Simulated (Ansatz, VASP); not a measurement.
Rh in VASP and in Ansatz

File POSCAR:

```
Rh
1.0
    2.7139867940      0.0000000000      0.0000000000
   -1.3569933970      2.3503863282      0.0000000000
    0.0000000000      0.0000000000      8.8707846198
Rh
4
Direct
    0.0000000000      0.0000000000      0.0000000000
    0.3333333333      0.6666666667      0.2500000000
    0.0000000000      0.0000000000      0.5000000000
    0.6666666667      0.3333333333      0.7500000000
```

File INCAR.step1:

```
  ALGO = Normal
  EDIFF = 1E-4
  ENCUT = 520
  GGA = PE
  ISMEAR = 1
  LASPH = True
  LCHARG = False
  LREAL = False
  LWAVE = True
  NBANDS = 38
  NELM = 60
  PREC = Accurate
  SIGMA = 0.1
```

INCAR.step2

```
  ALGO = Normal
  EDIFF = 1E-6
  ENCUT = 520
  ISIF = 2
  ISMEAR = 1
  ISTART = 1
  LASPH = True
  LCHARG = True
  LELF = True
  LMIXTAU = True
  LREAL = False
  LVHAR = True
  LWAVE = False
  METAGGA = R2SCAN
  NBANDS = 38
  NELM = 60
  PREC = Accurate
  SIGMA = 0.1
```

File KPOINTS:

```
k-points
0
Gamma
  10 10 3
```

Input for Ansatz:

```yaml
crystal:
  lattice:
    - [2.71398679398579, 0.0, 0.0]
    - [-1.356993396992895, 2.3503863282472137, 0.0]
    - [0.0, 0.0, 8.870784619823073]
  atoms:
    - { symbol: Rh, position: [0.0, 0.0, 0.0] }
    - { symbol: Rh, position: [0.3333333333333333, 0.6666666666666666, 0.25] }
    - { symbol: Rh, position: [0.0, 0.0, 0.5] }
    - { symbol: Rh, position: [0.6666666666666666, 0.3333333333333333, 0.75] }
basis:
  ecutwfc: 600.0
kpoints:
  mp_grid:
    grid: [10, 10, 3]
hamiltonian:
  xc: r2scan
scf:
  occupations:
    method: methfessel_paxton
output:
  stress: true
```

Alike in both runs: task single point; functional r2SCAN; k mesh 10 × 10 × 3; no spin polarisation.

```csv
,VASP,Ansatz
version,VASP 6.6.1,Ansatz 0.2.0
potentials or method,"VASP PAW PBE potentials, release 64 (Rh_pv), cutoff 520 eV","plane waves, PAW"
occupations,"methfessel-paxton of order 1, width 0.1 eV",methfessel-paxton of order 1
valence electrons in the cell,60,68
```

```csv
,VASP,Ansatz,Ansatz less VASP
pressure (GPa),-6.8,-7.8,-1.05
"traceless stress, the component that is largest in VASP (GPa)",0.57,0.59,+0.020
```

VASP's potentials were made for PBE, not for r2SCAN. VASP's potentials hold 60 valence electrons a cell and Ansatz's 68, so a difference there can come from the potentials and not from the codes. Ansatz's warnings: structure snapped to symmetry.
